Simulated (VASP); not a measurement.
# Sr (Immm) in VASP: further runs, part 2 of 2

VASP 6.6.1. Earlier steps stand in the parts before.

## (4) Single point, PBE (strain +0.0050 x Voigt [0, 0, 0, 0, 0, 1])

INCAR reads:

```
SYSTEM = Sr
PREC = Accurate
ENCUT = 520
EDIFF = 1E-6
ISMEAR = 0
SIGMA = 0.15
LREAL = .FALSE.
LASPH = .TRUE.
NELM = 60
ALGO = Fast
ISIF = 2
LWAVE = .FALSE.
LCHARG = .TRUE.
GGA = PE
LELF = .TRUE.
LVHAR = .TRUE.
NBANDS = 11
```

KPOINTS reads:

```
regular mesh
0
G
  14 14 14
  0 0 0
```

POSCAR reads:

```
Sr
1.0
    0.0076058750      3.0423500000      3.0423500000
    3.0423500000      0.0076058750      3.0423500000
    3.0499558750      3.0499558750      0.0000000000
Sr
1
Direct
    0.0000000000      0.0000000000      0.0000000000
```

Potentials or basis: VASP PAW PBE potentials, release 64 (Sr_sv).

On the command line:

```console
$ cat potpaw_PBE.64/Sr_sv/POTCAR > POTCAR
$ mpirun -np 1 vasp_std > vasp.out
```

OUTCAR:

```text
SYSTEM = Sr
   PREC = Accurate
   ENCUT = 520
   EDIFF = 1E-6
   ISMEAR = 0
   LREAL = .FALSE.
   LASPH = .TRUE.
   NELM = 60
   ISIF = 2
   GGA = PE

 ion  position               nearest neighbor table
   1  0.000  0.000  0.000-

  LATTYP: Found a body centered orthorhombic cell.
 ALAT       =     4.2917762999
 B/A-ratio  =     1.0050125313
 C/A-ratio  =     1.4177579573

  Lattice vectors:

 A1 = (   3.0423500000,   0.0076058750,  -3.0423500000)
 A2 = (  -3.0423500000,  -0.0076058750,  -3.0423500000)
[... 509 lines left out ...]
      4     -17.0805      2.00000
      5      -1.0027      2.00000
      6       2.7026      0.00000
      7       3.7263      0.00000
      8       4.1484      0.00000
      9       4.7068      0.00000
     10       5.6435      0.00000
     11       8.7363      0.00000

 [... further k-points ...]
[... 5 lines left out ...]
  --------------------------------------------------------------------------------------
  -------------------------------------------------------------------------------------
  Total       -0.0991405     -0.0991405     -0.0993802     -0.0178724      0.0000000      0.0000000
  in kB       -2.8203738     -2.8203738     -2.8271944     -0.5084390      0.0000000      0.0000000
  external PRESSURE =      -2.8226473 kB  Pullay stress =       0.0000000 kB

 VOLUME and BASIS-vectors are now :
 -----------------------------------------------------------------------------
  energy-cutoff  :      520.00
  volume of cell :       56.32
      direct lattice vectors                 reciprocal lattice vectors
     0.007605875  3.042350000  3.042350000    -0.164758536  0.164758536  0.164346640
     3.042350000  0.007605875  3.042350000     0.164758536 -0.164758536  0.164346640
     3.049955875  3.049955875  0.000000000     0.163936798  0.163936798 -0.164346640

 POSITION                                       TOTAL-FORCE (eV/Angst)
 -----------------------------------------------------------------------------------
      0.00000      0.00000      0.00000         0.000000     -0.000000      0.000000
 -----------------------------------------------------------------------------------
    total drift:                                0.000000      0.000000      0.000000

  FREE ENERGIE OF THE ION-ELECTRON SYSTEM (eV)
  ---------------------------------------------------
  free  energy   TOTEN  =        -1.6441977304 eV

  energy  without entropy=       -1.6292028029  energy(sigma->0) =       -1.63670027
```

OSZICAR:

```text
N       E                     dE             d eps       ncg     rms          rms(c)
DAV:   1     0.357135691438E+02    0.35714E+02   -0.47752E+03  9416   0.784E+02
DAV:   2     0.724874452754E-01   -0.35641E+02   -0.35031E+02 10978   0.151E+02
DAV:   3    -0.156479230856E+01   -0.16373E+01   -0.16170E+01 14198   0.239E+01
DAV:   4    -0.164019328712E+01   -0.75401E-01   -0.75238E-01 12203   0.456E+00
DAV:   5    -0.164163302823E+01   -0.14397E-02   -0.14396E-02 13272   0.535E-01    0.111E+01
RMM:   6    -0.164314885559E+01   -0.15158E-02   -0.64133E-03  9903   0.934E-01    0.630E+00
RMM:   7    -0.164404615247E+01   -0.89730E-03   -0.12595E-02 10568   0.136E+00    0.280E-01
RMM:   8    -0.164410621508E+01   -0.60063E-04   -0.23168E-03 12701   0.353E-01    0.584E-02
RMM:   9    -0.164417559554E+01   -0.69380E-04   -0.47604E-04 15061   0.101E-01    0.455E-02
RMM:  10    -0.164419803759E+01   -0.22442E-04   -0.80202E-05 13918   0.537E-02    0.602E-02
RMM:  11    -0.164419703356E+01    0.10040E-05   -0.39955E-05 14475   0.349E-02    0.607E-03
RMM:  12    -0.164419773036E+01   -0.69680E-06   -0.55226E-06 12686   0.107E-02
   1 F= -.16441977E+01 E0= -.16367003E+01  d E =-.149949E-01
```

It took 4.4 min on 1 thread of Oxide Virtual Turin-like, shared host; peak memory 0.35 GiB.

What came out:

- Free energy: -1.6442 eV
- Pressure: -0.3 GPa
- Band gap on the k mesh: zero (band 5 reaches 1.57 eV, above the bottom of band 6 at 1.50 eV)

Stress tensor (GPa, compression positive):
```
-0.28 -0.05  0.00
-0.05 -0.28  0.00
 0.00  0.00 -0.28
```

Levels at points of the mesh, in eV from the Fermi level:
| k point | band 1 | band 2 | band 3 | band 4 | band 5 | band 6 | band 7 | band 8 | band 9 | band 10 |
| --- | --- | --- | --- | --- | --- | --- | --- | --- | --- | --- |
| (0.00, 0.00, 0.00) | -36.67 | -18.56 | -18.56 | -18.56 | -3.60 | 2.30 | 2.32 | 2.34 | 3.75 | 3.75 |
| (0.50, 0.00, 0.00) | -36.65 | -18.74 | -18.58 | -18.58 | -1.10 | 0.05 | 2.15 | 2.18 | 4.75 | 4.77 |
| (0.50, 0.50, 0.00) | -36.65 | -18.73 | -18.62 | -18.62 | -0.61 | 0.37 | 1.01 | 4.77 | 5.05 | 5.06 |
| (0.00, 0.00, 0.50) | -36.65 | -18.73 | -18.58 | -18.58 | -1.11 | 0.03 | 2.16 | 2.19 | 4.75 | 4.77 |
| (0.50, 0.00, 0.50) | -36.65 | -18.73 | -18.62 | -18.62 | -0.61 | 0.37 | 1.01 | 4.77 | 5.06 | 5.19 |

Caveat: the cell differs from its parent crystal (strain +0.0050 x Voigt [0, 0, 0, 0, 0, 1]).

## (5) Single point, PBE (strain +0.0175 x Voigt [0, 0, 0, 0, 0, 1])

INCAR reads:

```
PREC     = Accurate       # precision mode
ENCUT    = 520            # plane-wave cutoff, eV
EDIFF    = 1E-6           # SCF threshold, eV
ISMEAR   = 0              # smearing method
SIGMA    = 0.15           # smearing width, eV
LREAL    = False          # projectors in reciprocal space
LASPH    = True           # aspherical terms in the spheres
NELM     = 60             # most SCF steps
ALGO     = Fast           # electronic algorithm
ISIF     = 2              # what is computed and relaxed
LWAVE    = False          # write WAVECAR
LCHARG   = False          # write CHGCAR
GGA      = PE             # functional
NBANDS   = 11             # bands
```

KPOINTS reads:

```
regular mesh
0
Gamma
  14 14 14
```

POSCAR reads:

```
Sr
1.0
    0.0266205625      3.0423500000      3.0423500000
    3.0423500000      0.0266205625      3.0423500000
    3.0689705625      3.0689705625      0.0000000000
Sr
1
Direct
    0.0000000000      0.0000000000      0.0000000000
```

Potentials or basis: VASP PAW PBE potentials, release 64 (Sr_sv).

On the command line:

```console
$ cat potpaw_PBE.64/Sr_sv/POTCAR > POTCAR
$ mpirun -np 1 vasp_std > vasp.out
```

OUTCAR:

```text
PREC = Accurate
   ENCUT = 520
   EDIFF = 1E-6
   ISMEAR = 0
   LREAL = False
   LASPH = True
   NELM = 60
   ISIF = 2
   GGA = PE

 ion  position               nearest neighbor table
   1  0.000  0.000  0.000-

  LATTYP: Found a body centered orthorhombic cell.
 ALAT       =     4.2648854710
 B/A-ratio  =     1.0176544767
 C/A-ratio  =     1.4266971625

  Lattice vectors:

 A1 = (   3.0423500000,   0.0266205625,  -3.0423500000)
 A2 = (  -3.0423500000,  -0.0266205625,  -3.0423500000)
 A3 = (   0.0266205625,   3.0423500000,   3.0423500000)

Analysis of symmetry for initial positions (statically):
=====================================================================
 Subroutine PRICEL returns:
 Original cell was already a primitive cell.

 Routine SETGRP: Setting up the symmetry group for a
 body centered orthorhombic supercell.

 Subroutine GETGRP returns: Found  8 space group operations
 (whereof  8 operations were pure point group operations)
 out of a pool of  8 trial point group operations.

The static configuration has the point symmetry D_2h.

Analysis of symmetry for dynamics (positions and initial velocities):
=====================================================================
 Subroutine PRICEL returns:
 Original cell was already a primitive cell.

 Routine SETGRP: Setting up the symmetry group for a
 body centered orthorhombic supercell.

 Subroutine GETGRP returns: Found  8 space group operations
 (whereof  8 operations were pure point group operations)
 out of a pool of  8 trial point group operations.

The dynamic configuration has the point symmetry D_2h.

 Subroutine INISYM returns: Found  8 space group operations
 (whereof  8 operations are pure point group operations),
 and found     1 'primitive' translations

----------------------------------------------------------------------------------------

[... 109 lines left out ...]
     AMIX     =   0.40;   BMIX     =  1.00
     AMIX_MAG =   1.60;   BMIX_MAG =  1.00
  volume/ion in A,a.u.               =      56.32       380.03
  Fermi-wavevector in a.u.,A,eV,Ry     =   0.920167  1.738864 11.520157  0.846708
  Thomas-Fermi vector in A             =   2.045442
   LORBIT       =      0    0 simple, 1 ext, 2 COOP (PROOUT), +10 PAW based schemes
   GGA     = PE    functional components
   LHFCALC =     F    Hartree Fock is set to
   AEXX    =    0.0000 exact exchange contribution
   IVDW    =     0    specifies the selected vdW correction
   LEPSILON=     F    determine dielectric tensor
   LRPA    =     F    only Hartree local field effects (RPA)
 non-spin polarized calculation
 RMM-DIIS sequential band-by-band and
 Gauss-broadening in eV      SIGMA  =   0.15
  energy-cutoff  :      520.00
  volume of cell :       56.32
 maximum number of plane-waves:      1540
   NGX = 15   NGY = 15   NGZ = 17

 number of electron      10.0000000 magnetization

 Free energy of the ion-electron system (eV)
  ---------------------------------------------------
  ext. energy  EPLUGINS =         0.00000000
  ---------------------------------------------------
  free energy    TOTEN  =        -1.64370329 eV

  energy without entropy =       -1.62878440  energy(sigma->0) =       -1.63624384

 E-fermi :   1.4983     XC(G=0):  -7.2792

 val. band max:        1.4951282071   @ k =  -0.0714   0.0714   0.5000
 cond. band min:       1.4996039982   @ k =  -0.3571   0.0000   0.3571
 fundamental gap:      0.0044757912
 Fermi energy:         1.4983495493

 k-point     1 :       0.0000    0.0000    0.0000
  band No.  band energies     occupation
      1     -35.1662      2.00000
      2     -17.0575      2.00000
      3     -17.0574      2.00000
      4     -17.0571      2.00000
      5      -2.1057      2.00000
      6       3.7510      0.00000
      7       3.8158      0.00000
      8       3.8892      0.00000
      9       5.2493      0.00000
     10       5.2498      0.00000
     11       8.5313      0.00000
[... 309 lines left out ...]
 k-point    24 :       0.2857    0.1429    0.0000
  band No.  band energies     occupation
      1     -35.1587      2.00000
      2     -17.1469      2.00000
      3     -17.0828      2.00000
      4     -17.0809      2.00000
      5      -0.9995      2.00000
      6       2.7124      0.00000
      7       3.7419      0.00000
      8       4.1040      0.00000
      9       4.7272      0.00000
     10       5.6341      0.00000
     11       8.7595      0.00000

 [... further k-points ...]
[... 5 lines left out ...]
  --------------------------------------------------------------------------------------
  -------------------------------------------------------------------------------------
  Total       -0.0973022     -0.0973022     -0.1001415     -0.0628196      0.0000000      0.0000000
  in kB       -2.7682736     -2.7682736     -2.8490520     -1.7872330      0.0000000      0.0000000
  external PRESSURE =      -2.7951998 kB  Pullay stress =       0.0000000 kB

 VOLUME and BASIS-vectors are now :
 -----------------------------------------------------------------------------
  energy-cutoff  :      520.00
  volume of cell :       56.32
      direct lattice vectors                 reciprocal lattice vectors
     0.026620563  3.042350000  3.042350000    -0.165797367  0.165797367  0.164346640
     3.042350000  0.026620563  3.042350000     0.165797367 -0.165797367  0.164346640
     3.068970563  3.068970563  0.000000000     0.162921080  0.162921080 -0.164346640

 POSITION                                       TOTAL-FORCE (eV/Angst)
 -----------------------------------------------------------------------------------
      0.00000      0.00000      0.00000         0.000000      0.000000     -0.000000
 -----------------------------------------------------------------------------------
    total drift:                                0.000000      0.000000     -0.000000

  FREE ENERGIE OF THE ION-ELECTRON SYSTEM (eV)
  ---------------------------------------------------
  free  energy   TOTEN  =        -1.6437032940 eV

  energy  without entropy=       -1.6287843957  energy(sigma->0) =       -1.63624384
```

stdout:

```text
POSCAR found type information on POSCAR Sr
 POSCAR found :  1 types and       1 ions
 scaLAPACK will be used
 LDA part: xc-table for (Slater+PW92), standard interpolation
 POSCAR, INCAR and KPOINTS ok, starting setup
 FFT: planning ... GRIDC
 FFT: planning ... GRID_SOFT
 FFT: planning ... GRID
 WAVECAR not read
 entering main loop
WARNING in EDDRMM: call to ZHEGV failed, returncode =   8  4      6
WARNING in EDDRMM: call to ZHEGV failed, returncode =   6  3      6
WARNING in EDDRMM: call to ZHEGV failed, returncode =   8  4      7
```

Run time: 3.9 min. Hardware: 1 thread of Oxide Virtual Turin-like, shared host; peak memory 0.35 GiB.

Results:

- Free energy: -1.6437 eV
- Pressure: -0.3 GPa
- Band gap on the k mesh: zero (band 5 reaches 1.57 eV, above the bottom of band 6 at 1.48 eV)

Caveat: the cell differs from its parent crystal (strain +0.0175 x Voigt [0, 0, 0, 0, 0, 1]).

## (6) Overview

```csv
cell,further INCAR settings,gap on the mesh (eV),pressure (GPa)
"a = 4.303, b = 4.303, c = 4.335 Å, angles 59.8, 59.8, 59.5°, 1 atom",ALGO = Fast; EDIFF = 1e-07; NBANDS = 11,none,-0.3
"a = 4.303, b = 4.303, c = 4.281 Å, angles 60.2, 60.2, 60.3°, 1 atom",ALGO = Fast; EDIFF = 1e-06; NBANDS = 11,none,-0.3
"a = 4.303, b = 4.303, c = 4.313 Å, angles 59.9, 59.9, 59.8°, 1 atom",ALGO = Fast; EDIFF = 1e-06; NBANDS = 11,none,-0.3
"a = 4.303, b = 4.303, c = 4.340 Å, angles 59.7, 59.7, 59.4°, 1 atom",ALGO = Fast; EDIFF = 1e-06; NBANDS = 11,none,-0.3
```

Alike in all rows: task single point; level PBE; potentials or basis VASP PAW PBE potentials, release 64 (Sr_sv); no spin polarisation; k mesh 14 × 14 × 14; cutoff (eV) 520; smearing gaussian 0.15 eV.

Absolute energies hang on the potentials; compare differences alone.
